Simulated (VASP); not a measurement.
# Ta3Cd (P6_3/mmc) in VASP: a series of runs

Ta3Cd is run at these levels: PBE; tasks: single point, relaxation of cell and atoms.

All numbers are computed with VASP 6.6.1; they aren't measurements. Logs are shortened: lines on timing, memory, paths and dates and some standing lists are left out, and cuts for length are marked.

## 1. The cell of the first run

It takes space group P6_3/mmc (No. 194, hexagonal). The conventional cell has a = 5.960 Å, b = 5.960 Å, c = 4.879 Å, α = 90.00°, β = 90.00°, γ = 120.00°. Within 3.8 Å of Ta (site symmetry mm2) lie 8 Ta at 2.87 to 3.09 Å and 4 Cd at 2.98 to 3.02 Å. Within 3.9 Å of Cd (site symmetry -6m2) lie 12 Ta at 2.98 to 3.02 Å.

## 2. Single point, PBE

File INCAR:

```
PREC = Accurate
ENCUT = 520
EDIFF = 1E-6
ISMEAR = 0
SIGMA = 0.1
LREAL = False
LASPH = True
NELM = 60
ALGO = Normal
ISIF = 2
LWAVE = False
LCHARG = False
GGA = PE
NBANDS = 55
```

File KPOINTS:

```
Automatic mesh
0
Gamma
  3 3 4
```

File POSCAR:

```
Ta3Cd
1.0
    5.9602298643      0.0000000000      0.0000000000
   -2.9801149322      5.1617104749      0.0000000000
    0.0000000000      0.0000000000      4.8794765716
Ta Cd
6 2
Direct
    0.8393277500      0.6786555001      0.2500000000
    0.1606722500      0.8393277500      0.7500000000
    0.3213444999      0.1606722500      0.2500000000
    0.1606722500      0.3213444999      0.7500000000
    0.8393277500      0.1606722500      0.2500000000
    0.6786555001      0.8393277500      0.7500000000
    0.3333333333      0.6666666667      0.2500000000
    0.6666666667      0.3333333333      0.7500000000
```

Potentials or basis: VASP PAW PBE potentials, release 64 (Ta_pv, Cd).

Command:

```bash
cat potpaw_PBE.64/Ta_pv/POTCAR potpaw_PBE.64/Cd/POTCAR > POTCAR
mpirun -np 1 vasp_std > vasp.out
```

OUTCAR:

```text
PREC = Accurate
   ENCUT = 520
   EDIFF = 1E-6
   ISMEAR = 0
   LREAL = False
   LASPH = True
   NELM = 60
   ISIF = 2
   GGA = PE

 ion  position               nearest neighbor table
   1  0.839  0.679  0.250-   3 2.87   5 2.87   6 2.95   6 2.95   2 2.95   2 2.95   7 2.98   7 2.98
                             8 3.02   8 3.02   3 3.09   5 3.09
   2  0.161  0.839  0.750-   6 2.87   4 2.87   1 2.95   1 2.95   3 2.95   3 2.95   8 2.98   8 2.98
                             7 3.02   7 3.02   6 3.09   4 3.09
   3  0.321  0.161  0.250-   1 2.87   5 2.87   4 2.95   4 2.95   2 2.95   2 2.95   7 2.98   7 2.98
                             8 3.02   8 3.02   1 3.09   5 3.09
   4  0.161  0.321  0.750-   6 2.87   2 2.87   3 2.95   3 2.95   5 2.95   5 2.95   8 2.98   8 2.98
                             7 3.02   7 3.02   6 3.09   2 3.09
   5  0.839  0.161  0.250-   3 2.87   1 2.87   4 2.95   4 2.95   6 2.95   6 2.95   7 2.98   7 2.98
                             8 3.02   8 3.02   3 3.09   1 3.09
   6  0.679  0.839  0.750-   4 2.87   2 2.87   1 2.95   1 2.95   5 2.95   5 2.95   8 2.98   8 2.98
                             7 3.02   7 3.02   4 3.09   2 3.09
   7  0.333  0.667  0.250-   5 2.98   5 2.98   1 2.98   1 2.98   3 2.98   3 2.98   2 3.02   2 3.02
                             6 3.02   6 3.02   4 3.02   4 3.02
   8  0.667  0.333  0.750-   2 2.98   2 2.98   4 2.98   4 2.98   6 2.98   6 2.98   5 3.02   5 3.02
                             3 3.02   3 3.02   1 3.02   1 3.02

  LATTYP: Found a hexagonal cell.
 ALAT       =     5.9602298643
 C/A-ratio  =     0.8186725483

  Lattice vectors:

 A1 = (   5.9602298643,   0.0000000000,   0.0000000000)
 A2 = (  -2.9801149322,   5.1617104749,   0.0000000000)
 A3 = (   0.0000000000,   0.0000000000,   4.8794765716)

Analysis of symmetry for initial positions (statically):
=====================================================================
 Subroutine PRICEL returns:
 Original cell was already a primitive cell.

 Routine SETGRP: Setting up the symmetry group for a
 hexagonal supercell.

 Subroutine GETGRP returns: Found 24 space group operations
 (whereof 12 operations were pure point group operations)
 out of a pool of 24 trial point group operations.

The static configuration has the point symmetry D_3d.
 The point group associated with its full space group is D_6h.

Analysis of symmetry for dynamics (positions and initial velocities):
=====================================================================
 Subroutine PRICEL returns:
 Original cell was already a primitive cell.

 Routine SETGRP: Setting up the symmetry group for a
 hexagonal supercell.

 Subroutine GETGRP returns: Found 24 space group operations
 (whereof 12 operations were pure point group operations)
 out of a pool of 24 trial point group operations.

The dynamic configuration has the point symmetry D_3d.
 The point group associated with its full space group is D_6h.

 Subroutine INISYM returns: Found 24 space group operations
 (whereof 12 operations are pure point group operations),
 and found     1 'primitive' translations

----------------------------------------------------------------------------------------

                                     Primitive cell

  volume of cell :     150.1170

  direct lattice vectors                    reciprocal lattice vectors
     5.960229864  0.000000000  0.000000000     0.167778764  0.096867115  0.000000000
    -2.980114932  5.161710475  0.000000000     0.000000000  0.193734229  0.000000000
     0.000000000  0.000000000  4.879476572     0.000000000  0.000000000  0.204940015

  length of vectors
     5.960229864  5.960229864  4.879476572     0.193734229  0.193734229  0.204940015

  position of ions in fractional coordinates (direct lattice)
     0.839327750  0.678655500  0.250000000
     0.160672250  0.839327750  0.750000000
     0.321344500  0.160672250  0.250000000
     0.160672250  0.321344500  0.750000000
     0.839327750  0.160672250  0.250000000
     0.678655500  0.839327750  0.750000000
     0.333333333  0.666666667  0.250000000
     0.666666667  0.333333333  0.750000000

  ion indices of the primitive-cell ions
   primitive index   ion index
                 1           1
                 2           2
                 3           3
                 4           4
                 5           5
                 6           6
                 7           7
                 8           8

----------------------------------------------------------------------------------------

 KPOINTS: Automatic mesh

Automatic generation of k-mesh.
 Grid dimensions read from file:
 generate k-points for:    3    3    4

 Generating k-lattice:

  Cartesian coordinates                     Fractional coordinates (reciprocal lattice)
     0.055926255  0.032289038  0.000000000     0.333333333  0.000000000  0.000000000
     0.000000000  0.064578076  0.000000000     0.000000000  0.333333333  0.000000000
     0.000000000  0.000000000  0.051235004     0.000000000  0.000000000  0.250000000

  Length of vectors
     0.064578076  0.064578076  0.051235004

  Shift w.r.t. Gamma in fractional coordinates (k-lattice)
     0.000000000  0.000000000  0.000000000

 Subroutine IBZKPT returns following result:
 ===========================================

 Found      9 irreducible k-points:

 Following reciprocal coordinates:
            Coordinates               Weight
  0.000000  0.000000  0.000000      1.000000
  0.333333  0.000000  0.000000      6.000000
  0.333333  0.333333  0.000000      2.000000
  0.000000  0.000000  0.250000      2.000000
  0.333333  0.000000  0.250000     12.000000
  0.333333  0.333333  0.250000      4.000000
  0.000000  0.000000  0.500000      1.000000
  0.333333  0.000000  0.500000      6.000000
  0.333333  0.333333  0.500000      2.000000
   k-points           NKPTS =      9   k-points in BZ     NKDIM =      9   number of bands    NBANDS=     55
   number of dos      NEDOS =    301   number of ions     NIONS =      8
   total plane-waves  NPLWV =  82944
   dimension x,y,z NGX =    48 NGY =   48 NGZ =   36
   dimension x,y,z NGXF=    96 NGYF=   96 NGZF=   72
   ions per type =               6   2
   NGX,Y,Z   is equivalent  to a cutoff of  13.39, 13.39, 12.27 a.u.
   NGXF,Y,Z  is equivalent  to a cutoff of  26.78, 26.78, 24.53 a.u.
 SYSTEM =  unknown system
   PREC   = accura    normal or accurate (medium, high low for compatibility)
   ISTART =      0    job   : 0-new  1-cont  2-samecut
   ICHARG =      2    charge: 1-file 2-atom 10-const
   ISPIN  =      1    spin polarized calculation?
   LNONCOLLINEAR =      F non collinear calculations
   LSORBIT =      F    spin-orbit coupling
   LASPH  =      T    aspherical Exc in radial PAW
   ENCUT  =  520.0 eV  38.22 Ry    6.18 a.u.  11.08 11.08  9.07*2*pi/ulx,y,z
   NELM   =     60;   NELMIN=  2; NELMDL= -5     # of ELM steps
   EDIFF  = 0.1E-05   stopping-criterion for ELM
   LREAL  =      F    real-space projection
   EDIFFG = 0.1E-04   stopping-criterion for IOM
   NSW    =      0    number of steps for IOM
   IBRION =     -1    ionic relax: 0-MD 1-quasi-New 2-CG
   NFREE  =      0    steps in history (QN), initial steepest desc. (CG)
   ISIF   =      2    stress and relaxation
   ISYM   =      2    0-nonsym 1-usesym 2-fastsym
   POTIM  = 0.5000    time-step for ionic-motion
   TEBEG  =    0.0;   TEEND  =   0.0 temperature during run
   PSTRESS=    0.0 pullay stress
   NELECT =      90.0000    total number of electrons
   NUPDOWN=      -1.0000    fix difference up-down
   EMIN   =  10.00;   EMAX   =-10.00  energy-range for DOS
   EFERMI =   0.00;   METHOD = LEGACY
   ISMEAR =     0;   SIGMA  =   0.10  broadening in eV -4-tet -1-fermi 0-gaus
   EFERMI_NEDOS =   21; number of points for ismear=-14 and -15
   IALGO  =     38    algorithm
   IMIX   =      4    mixing-type and parameters
     AMIX     =   0.40;   BMIX     =  1.00
     AMIX_MAG =   1.60;   BMIX_MAG =  1.00
  volume/ion in A,a.u.               =      18.76       126.63
  Fermi-wavevector in a.u.,A,eV,Ry     =   1.380424  2.608622 25.926844  1.905569
  Thomas-Fermi vector in A             =   2.505302
   LORBIT       =      0    0 simple, 1 ext, 2 COOP (PROOUT), +10 PAW based schemes
   GGA     = PE    functional components
   LHFCALC =     F    Hartree Fock is set to
   AEXX    =    0.0000 exact exchange contribution
   IVDW    =     0    specifies the selected vdW correction
   LEPSILON=     F    determine dielectric tensor
   LRPA    =     F    only Hartree local field effects (RPA)
 non-spin polarized calculation
 Gauss-broadening in eV      SIGMA  =   0.10
  energy-cutoff  :      520.00
  volume of cell :      150.12
 maximum number of plane-waves:      4052
 NGX is ok and might be reduce to    48
   NGX = 23   NGY = 23   NGZ = 19

 number of electron      90.0000002 magnetization

 Free energy of the ion-electron system (eV)
  ---------------------------------------------------
  ext. energy  EPLUGINS =         0.00000000
  ---------------------------------------------------
  free energy    TOTEN  =       -70.08524955 eV

  energy without entropy =      -70.04349495  energy(sigma->0) =      -70.06437225

 E-fermi :   5.0462     XC(G=0): -12.2646

 val. band max:        4.9642302484   @ k =   0.0000   0.0000   0.5000
 cond. band min:       5.0845492550   @ k =   0.3333   0.0000   0.0000
 fundamental gap:      0.1203190065
 Fermi energy:         5.0461593090

 k-point     1 :       0.0000    0.0000    0.0000
  band No.  band energies     occupation
      1     -29.6150      2.00000
      2     -29.5689      2.00000
      3     -29.4380      2.00000
      4     -29.3476      2.00000
      5     -29.3476      2.00000
      6     -29.2919      2.00000
[... 47 lines left out ...]
     54       8.2174      0.00000
     55       8.2847      0.00000

 k-point     2 :       0.3333    0.0000    0.0000
  band No.  band energies     occupation
      1     -29.5482      2.00000
      2     -29.5074      2.00000
      3     -29.3604      2.00000
      4     -29.3145      2.00000
      5     -29.3032      2.00000
      6     -29.2828      2.00000
[... 398 lines left out ...]
 k-point     9 :       0.3333    0.3333    0.5000
  band No.  band energies     occupation
      1     -29.4333      2.00000
      2     -29.4333      2.00000
      3     -29.4183      2.00000
      4     -29.4183      2.00000
      5     -29.4055      2.00000
      6     -29.4055      2.00000
[... 47 lines left out ...]
     54       7.3690      0.00000
     55       8.2551      0.00000

------------------------ aborting loop because EDIFF is reached ----------------------------------------

  FORCE on cell =-STRESS in cart. coord.  units (eV):
  Direction    XX          YY          ZZ          XY          YZ          ZX
  --------------------------------------------------------------------------------------
  -------------------------------------------------------------------------------------
  Total        0.2402619      0.2402619      0.2006667     -0.0000000      0.0000000      0.0000000
  in kB        2.5642808      2.5642808      2.1416875     -0.0000000      0.0000000      0.0000000
  external PRESSURE =       2.4234164 kB  Pullay stress =       0.0000000 kB

 VOLUME and BASIS-vectors are now :
 -----------------------------------------------------------------------------
  energy-cutoff  :      520.00
  volume of cell :      150.12
      direct lattice vectors                 reciprocal lattice vectors
     5.960229864  0.000000000  0.000000000     0.167778764  0.096867115  0.000000000
    -2.980114932  5.161710475  0.000000000     0.000000000  0.193734229  0.000000000
     0.000000000  0.000000000  4.879476572     0.000000000  0.000000000  0.204940015

 POSITION                                       TOTAL-FORCE (eV/Angst)
 -----------------------------------------------------------------------------------
      2.98011      3.50302      1.21987        -0.000000      0.020473      0.000000
     -1.54365      4.33237      3.65961        -0.017730      0.010236     -0.000000
      1.43647      0.82934      1.21987        -0.017730     -0.010236     -0.000000
      0.00000      1.65869      3.65961         0.000000     -0.020473     -0.000000
      4.52376      0.82934      1.21987         0.017730     -0.010236      0.000000
      1.54365      4.33237      3.65961         0.017730      0.010236      0.000000
     -0.00000      3.44114      1.21987        -0.000000      0.000000      0.000000
      2.98011      1.72057      3.65961        -0.000000     -0.000000      0.000000
 -----------------------------------------------------------------------------------
    total drift:                               -0.000000      0.000000      0.000000

  FREE ENERGIE OF THE ION-ELECTRON SYSTEM (eV)
  ---------------------------------------------------
  free  energy   TOTEN  =       -70.0852495498 eV

  energy  without entropy=      -70.0434949482  energy(sigma->0) =      -70.06437225
```

Wall time 93 s (1 thread of Oxide Virtual Turin-like, shared host); peak memory 0.26 GiB.

Results:

| Item | Value |
| --- | --- |
| Free energy | -70.0852 eV |
| Pressure | 0.2 GPa |
| Largest force | 0.020 eV/Å |
| Band gap on the k mesh | zero (bands 45 and 46 overlap by 0.64 eV) |

Forces in eV/Å, atoms in the order of the input:
```
Ta   0.000  0.020  0.000
Ta  -0.018  0.010  0.000
Ta  -0.018 -0.010  0.000
Ta   0.000 -0.020  0.000
Ta   0.018 -0.010  0.000
Ta   0.018  0.010  0.000
Cd   0.000  0.000  0.000
Cd   0.000  0.000  0.000
```

Caveat: the k points lie up to 0.41 Å⁻¹ apart, too coarse for converged energies and pressures of a metal; spin-orbit coupling is left out, which moves the levels of the heavy elements.

(Continued in part 2 of 2.)

The gap in the log of VASP goes by the Fermi energy; the results here count the filled bands.